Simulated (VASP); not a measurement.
# TlInH2 (I4/mcm) in VASP: a series of runs

The runs below take TlInH2 through single point, with PBE.

Everything below comes from runs of VASP 6.6.1. Logs are shortened: lines on timing, memory, paths and dates and some standing lists are left out, and cuts for length are marked.

**1. The cell of the first run**

Symmetry: I4/mcm, No. 140, tetragonal system. The conventional cell has a = 6.657 Å, b = 6.657 Å, c = 6.813 Å, α = 90.00°, β = 90.00°, γ = 90.00°. Within 4.1 Å of Tl (site symmetry 422) lie 8 H at 3.12 Å and 4 In at 3.33 Å and 2 Tl at 3.41 Å. Within 2.8 Å of In (site symmetry -42m) lie 4 H at 2.09 Å. H (site symmetry m2m) has 2 In at 2.09 Å and 1 H at 2.41 Å within 2.8 Å.

**2. Single point, PBE**

Input file INCAR:

```
PREC     = Accurate       # precision mode
ENCUT    = 520            # plane-wave cutoff, eV
EDIFF    = 1E-7           # SCF threshold, eV
ISMEAR   = -1             # smearing method
SIGMA    = 0.1            # smearing width, eV
LREAL    = False          # projectors in reciprocal space
LASPH    = True           # aspherical terms in the spheres
NELM     = 100            # most SCF steps
ALGO     = Normal         # electronic algorithm
ISIF     = 2              # what is computed and relaxed
LWAVE    = False          # write WAVECAR
LCHARG   = True           # write CHGCAR
GGA      = PE             # functional
LELF     = True           # ELF
LVHAR    = True         
NBANDS   = 38             # bands
```

Input file KPOINTS:

```
Automatic mesh
0
Gamma
  4 4 4
```

Input file POSCAR:

```
TlInH2
1.0
   -3.3287444796      3.3287444796      3.4067410272
    3.3287444796     -3.3287444796      3.4067410272
    3.3287444796      3.3287444796     -3.4067410272
Tl In H
2 2 4
Direct
    0.2500000000      0.2500000000      0.0000000000
    0.7500000000      0.7500000000      0.0000000000
    0.7500000000      0.2500000000      0.5000000000
    0.2500000000      0.7500000000      0.5000000000
    0.6277976682      0.1277976682      0.7555953364
    0.1277976682      0.3722023318      0.5000000000
    0.3722023318      0.8722023318      0.2444046636
    0.8722023318      0.6277976682      0.5000000000
```

Potentials or basis: VASP PAW PBE potentials, release 64 (Tl_d, In_d, H).

Command:

```
> cat potpaw_PBE.64/Tl_d/POTCAR potpaw_PBE.64/In_d/POTCAR potpaw_PBE.64/H/POTCAR > POTCAR
> mpirun -np 1 vasp_std > vasp.out
```

OUTCAR:

```text
PREC = Accurate
   ENCUT = 520
   EDIFF = 1E-7
   ISMEAR = -1
   LREAL = False
   LASPH = True
   NELM = 100
   ISIF = 2
   GGA = PE

 ion  position               nearest neighbor table
   1  0.250  0.250  0.000-   3 3.33   4 3.33   4 3.33   3 3.33   2 3.41   2 3.41
   2  0.750  0.750  0.000-   3 3.33   4 3.33   3 3.33   4 3.33   1 3.41   1 3.41
   3  0.750  0.250  0.500-   5 2.09   6 2.09   8 2.09   7 2.09   1 3.33   2 3.33   2 3.33   1 3.33
                             4 3.41   4 3.41
   4  0.250  0.750  0.500-   7 2.09   6 2.09   8 2.09   5 2.09   1 3.33   2 3.33   1 3.33   2 3.33
                             3 3.41   3 3.41
   5  0.628  0.128  0.756-   3 2.09   4 2.09
   6  0.128  0.372  0.500-   3 2.09   4 2.09
   7  0.372  0.872  0.244-   4 2.09   3 2.09
   8  0.872  0.628  0.500-   3 2.09   4 2.09

  LATTYP: Found a body centered tetragonal cell.
 ALAT       =     6.6574889592
 C/A-ratio  =     1.0234312210

  Lattice vectors:

 A1 = (  -3.3287444796,   3.3287444796,   3.4067410272)
 A2 = (   3.3287444796,  -3.3287444796,   3.4067410272)
 A3 = (   3.3287444796,   3.3287444796,  -3.4067410272)

Analysis of symmetry for initial positions (statically):
=====================================================================
 Subroutine PRICEL returns:
 Original cell was already a primitive cell.

 Routine SETGRP: Setting up the symmetry group for a
 body centered tetragonal supercell.

 Subroutine GETGRP returns: Found 16 space group operations
 (whereof  8 operations were pure point group operations)
 out of a pool of 16 trial point group operations.

The static configuration has the point symmetry C_4h.
 The point group associated with its full space group is D_4h.

Analysis of symmetry for dynamics (positions and initial velocities):
=====================================================================
 Subroutine PRICEL returns:
 Original cell was already a primitive cell.

 Routine SETGRP: Setting up the symmetry group for a
 body centered tetragonal supercell.

 Subroutine GETGRP returns: Found 16 space group operations
 (whereof  8 operations were pure point group operations)
 out of a pool of 16 trial point group operations.

The dynamic configuration has the point symmetry C_4h.
 The point group associated with its full space group is D_4h.

 Subroutine INISYM returns: Found 16 space group operations
 (whereof  8 operations are pure point group operations),
 and found     1 'primitive' translations

----------------------------------------------------------------------------------------

                                     Primitive cell

  volume of cell :     150.9941

  direct lattice vectors                    reciprocal lattice vectors
    -3.328744480  3.328744480  3.406741027     0.000000000  0.150206783  0.146767834
     3.328744480 -3.328744480  3.406741027     0.150206783  0.000000000  0.146767834
     3.328744480  3.328744480 -3.406741027     0.150206783  0.150206783  0.000000000

  length of vectors
     5.810934869  5.810934869  5.810934869     0.210006844  0.210006844  0.212424470

  position of ions in fractional coordinates (direct lattice)
     0.250000000  0.250000000  0.000000000
     0.750000000  0.750000000  0.000000000
     0.750000000  0.250000000  0.500000000
     0.250000000  0.750000000  0.500000000
     0.627797668  0.127797668  0.755595336
     0.127797668  0.372202332  0.500000000
     0.372202332  0.872202332  0.244404664
     0.872202332  0.627797668  0.500000000

  ion indices of the primitive-cell ions
   primitive index   ion index
                 1           1
                 2           2
                 3           3
                 4           4
                 5           5
                 6           6
                 7           7
                 8           8

----------------------------------------------------------------------------------------

 KPOINTS: Automatic mesh

Automatic generation of k-mesh.
 Grid dimensions read from file:
 generate k-points for:    4    4    4

 Generating k-lattice:

  Cartesian coordinates                     Fractional coordinates (reciprocal lattice)
     0.000000000  0.037551696  0.036691958     0.250000000  0.000000000  0.000000000
     0.037551696  0.000000000  0.036691958     0.000000000  0.250000000  0.000000000
     0.037551696  0.037551696  0.000000000     0.000000000  0.000000000  0.250000000

  Length of vectors
     0.052501711  0.052501711  0.053106117

  Shift w.r.t. Gamma in fractional coordinates (k-lattice)
     0.000000000  0.000000000  0.000000000

 Subroutine IBZKPT returns following result:
 ===========================================

 Found     13 irreducible k-points:

 Following reciprocal coordinates:
            Coordinates               Weight
  0.000000  0.000000  0.000000      1.000000
  0.250000  0.000000 -0.000000      8.000000
  0.500000  0.000000 -0.000000      4.000000
  0.250000  0.250000 -0.000000      8.000000
  0.500000  0.250000 -0.000000     16.000000
 -0.250000  0.250000  0.000000      4.000000
  0.500000  0.500000 -0.000000      2.000000
  0.250000  0.250000  0.250000      2.000000
 -0.250000  0.250000  0.250000      4.000000
  0.500000  0.500000  0.250000      4.000000
 -0.250000  0.500000  0.250000      8.000000
 -0.250000 -0.250000  0.250000      2.000000
  0.500000  0.500000  0.500000      1.000000
   k-points           NKPTS =     13   k-points in BZ     NKDIM =     13   number of bands    NBANDS=     38
   number of dos      NEDOS =    301   number of ions     NIONS =      8
   total plane-waves  NPLWV = 110592
   dimension x,y,z NGX =    48 NGY =   48 NGZ =   48
   dimension x,y,z NGXF=    96 NGYF=   96 NGZF=   96
   ions per type =               2   2   4
   NGX,Y,Z   is equivalent  to a cutoff of  13.73, 13.73, 13.73 a.u.
   NGXF,Y,Z  is equivalent  to a cutoff of  27.46, 27.46, 27.46 a.u.
 SYSTEM =  unknown system
   PREC   = accura    normal or accurate (medium, high low for compatibility)
   ISTART =      0    job   : 0-new  1-cont  2-samecut
   ICHARG =      2    charge: 1-file 2-atom 10-const
   ISPIN  =      1    spin polarized calculation?
   LNONCOLLINEAR =      F non collinear calculations
   LSORBIT =      F    spin-orbit coupling
   LASPH  =      T    aspherical Exc in radial PAW
   ENCUT  =  520.0 eV  38.22 Ry    6.18 a.u.  10.80 10.80 10.80*2*pi/ulx,y,z
   NELM   =    100;   NELMIN=  2; NELMDL= -5     # of ELM steps
   EDIFF  = 0.1E-06   stopping-criterion for ELM
   LREAL  =      F    real-space projection
   EDIFFG = 0.1E-05   stopping-criterion for IOM
   NSW    =      0    number of steps for IOM
   IBRION =     -1    ionic relax: 0-MD 1-quasi-New 2-CG
   NFREE  =      0    steps in history (QN), initial steepest desc. (CG)
   ISIF   =      2    stress and relaxation
   ISYM   =      2    0-nonsym 1-usesym 2-fastsym
   POTIM  = 0.5000    time-step for ionic-motion
   TEBEG  =    0.0;   TEEND  =   0.0 temperature during run
   PSTRESS=    0.0 pullay stress
   NELECT =      56.0000    total number of electrons
   NUPDOWN=      -1.0000    fix difference up-down
   EMIN   =  10.00;   EMAX   =-10.00  energy-range for DOS
   EFERMI =   0.00;   METHOD = LEGACY
   ISMEAR =    -1;   SIGMA  =   0.10  broadening in eV -4-tet -1-fermi 0-gaus
   EFERMI_NEDOS =   21; number of points for ismear=-14 and -15
   IALGO  =     38    algorithm
   IMIX   =      4    mixing-type and parameters
     AMIX     =   0.40;   BMIX     =  1.00
     AMIX_MAG =   1.60;   BMIX_MAG =  1.00
  volume/ion in A,a.u.               =      18.87       127.37
  Fermi-wavevector in a.u.,A,eV,Ry     =   1.176208  2.222711 18.823191  1.383465
  Thomas-Fermi vector in A             =   2.312576
   LORBIT       =      0    0 simple, 1 ext, 2 COOP (PROOUT), +10 PAW based schemes
   GGA     = PE    functional components
   LHFCALC =     F    Hartree Fock is set to
   AEXX    =    0.0000 exact exchange contribution
   IVDW    =     0    specifies the selected vdW correction
   LEPSILON=     F    determine dielectric tensor
   LRPA    =     F    only Hartree local field effects (RPA)
 non-spin polarized calculation
  energy-cutoff  :      520.00
  volume of cell :      150.99
 maximum number of plane-waves:      4100
 NGX is ok and might be reduce to    48
   NGX = 21   NGY = 21   NGZ = 21

 number of electron      55.9999998 magnetization

 Free energy of the ion-electron system (eV)
  ---------------------------------------------------
  ext. energy  EPLUGINS =         0.00000000
  ---------------------------------------------------
  free energy    TOTEN  =       -19.67342768 eV

  energy without entropy =      -19.57839413  energy(sigma->0) =      -19.62591090

 E-fermi :   4.6191     XC(G=0):  -9.1391

 val. band max:        4.6173678895   @ k =  -0.2500   0.5000   0.2500
 cond. band min:       4.6196033368   @ k =  -0.2500  -0.2500   0.2500
 fundamental gap:      0.0022354473
 Fermi energy:         4.6191437803

 k-point     1 :       0.0000    0.0000    0.0000
  band No.  band energies     occupation
      1     -10.1107      2.00000
      2     -10.0257      2.00000
      3     -10.0257      2.00000
      4     -10.0013      2.00000
      5      -9.9912      2.00000
      6      -9.9893      2.00000
[... 30 lines left out ...]
     37       9.8946      0.00000
     38      13.0118      0.00000

 k-point     2 :       0.2500    0.0000   -0.0000
  band No.  band energies     occupation
      1     -10.0616      2.00000
      2     -10.0044      2.00000
      3     -10.0033      2.00000
      4      -9.9939      2.00000
      5      -9.9858      2.00000
      6      -9.9820      2.00000
[... 30 lines left out ...]
     37      10.6966      0.00000
     38      11.9229      0.00000
[... 408 lines left out ...]
     37      11.1522      0.00000
     38      12.0524      0.00000

 k-point    13 :       0.5000    0.5000    0.5000
  band No.  band energies     occupation
      1     -10.1060      2.00000
      2     -10.0151      2.00000
      3     -10.0151      2.00000
      4     -10.0060      2.00000
      5      -9.9867      2.00000
      6      -9.9618      2.00000
[... 30 lines left out ...]
     37      11.9038      0.00000
     38      12.3734      0.00000

------------------------ aborting loop because EDIFF is reached ----------------------------------------

  FORCE on cell =-STRESS in cart. coord.  units (eV):
  Direction    XX          YY          ZZ          XY          YZ          ZX
  --------------------------------------------------------------------------------------
  -------------------------------------------------------------------------------------
  Total       -0.0751958     -0.0751958     -0.0475773      0.0000000      0.0000000      0.0000000
  in kB       -0.7978926     -0.7978926     -0.5048358      0.0000000      0.0000000      0.0000000
  external PRESSURE =      -0.7002070 kB  Pullay stress =       0.0000000 kB

 VOLUME and BASIS-vectors are now :
 -----------------------------------------------------------------------------
  energy-cutoff  :      520.00
  volume of cell :      150.99
      direct lattice vectors                 reciprocal lattice vectors
    -3.328744480  3.328744480  3.406741027     0.000000000  0.150206783  0.146767834
     3.328744480 -3.328744480  3.406741027     0.150206783  0.000000000  0.146767834
     3.328744480  3.328744480 -3.406741027     0.150206783  0.150206783  0.000000000

 POSITION                                       TOTAL-FORCE (eV/Angst)
 -----------------------------------------------------------------------------------
      0.00000      0.00000      1.70337        -0.000000     -0.000000      0.000000
      0.00000      0.00000      5.11011        -0.000000     -0.000000      0.000000
      0.00000      3.32874      1.70337        -0.000000     -0.000000      0.000000
      3.32874      0.00000      1.70337        -0.000000     -0.000000      0.000000
      0.85081      4.17956      0.00000         0.000821      0.000821     -0.000000
      2.47793      0.85081      0.00000        -0.000821      0.000821     -0.000000
      2.47793     -0.85081      3.40674        -0.000821     -0.000821      0.000000
      0.85081      2.47793      3.40674         0.000821     -0.000821      0.000000
 -----------------------------------------------------------------------------------
    total drift:                                0.000000      0.000000      0.000000

  FREE ENERGIE OF THE ION-ELECTRON SYSTEM (eV)
  ---------------------------------------------------
  free  energy   TOTEN  =       -19.6734276798 eV

  energy  without entropy=      -19.5783941290  energy(sigma->0) =      -19.62591090
```

Wall time 80 s (1 thread of Intel Xeon 6975P-C (Granite Rapids), shared host); peak memory 0.35 GiB.

Results:

* Free energy: -19.6734 eV
* Pressure: -0.1 GPa
* Band gap on the k mesh: zero (band 28 reaches 5.03 eV, above the bottom of band 29 at 3.80 eV)

Caveat: spin-orbit coupling is left out, which moves the levels of the heavy elements.

**3. Single point, PBE**

This run uses another cell than the first one, of 18.82 Å³/atom, 0.997 times its volume.

Input file INCAR:

```
SYSTEM = TlInH2
PREC = Accurate
ENCUT = 520
EDIFF = 1E-6
ISMEAR = -1
SIGMA = 0.1
LREAL = .False.
LASPH = .True.
NELM = 80
ALGO = Normal
ISIF = 2
LWAVE = .False.
LCHARG = .False.
GGA = PE
NBANDS = 38
```

Input file KPOINTS:

```
regular mesh
0
Gamma
  5 5 5
  0 0 0
```

Input file POSCAR:

```
TlInH2
1.0
   -3.3697530312      3.3697530312      3.3148326416
    3.3697530312     -3.3697530312      3.3148326416
    3.3697530312      3.3697530312     -3.3148326416
Tl In H
2 2 4
Direct
    0.2500000000      0.2500000000      0.0000000000
    0.7500000000      0.7500000000      0.0000000000
    0.7500000000      0.2500000000      0.5000000000
    0.2500000000      0.7500000000      0.5000000000
    0.6280709113      0.1280709113      0.7561418225
    0.1280709113      0.3719290887      0.5000000000
    0.3719290887      0.8719290887      0.2438581775
    0.8719290887      0.6280709113      0.5000000000
```

Potentials or basis: VASP PAW PBE potentials, release 64 (Tl_d, In_d, H).

Command:

```
> cat potpaw_PBE.64/Tl_d/POTCAR potpaw_PBE.64/In_d/POTCAR potpaw_PBE.64/H/POTCAR > POTCAR
> mpirun -np 1 vasp_std > vasp.out
```

Run time: 72 s. Hardware: 1 thread of Intel Xeon 6975P-C (Granite Rapids), shared host; peak memory 0.36 GiB.

The run converged. Its results:

```
Free energy            : -19.6835 eV
Pressure               : -0.1 GPa
Band gap on the k mesh : zero (band 28 reaches 5.21 eV, above the bottom of band 29 at 3.96 eV)
```

Levels at points of the mesh, in eV from the Fermi level:
| k point | band 24 | band 25 | band 26 | band 27 | band 28 | band 29 | band 30 | band 31 | band 32 | band 33 |
| --- | --- | --- | --- | --- | --- | --- | --- | --- | --- | --- |
| (0.00, 0.00, 0.00) | -4.34 | -3.42 | -3.42 | -3.04 | -0.72 | -0.72 | -0.65 | 0.61 | 0.61 | 2.46 |

Caveat: spin-orbit coupling is left out, which moves the levels of the heavy elements.
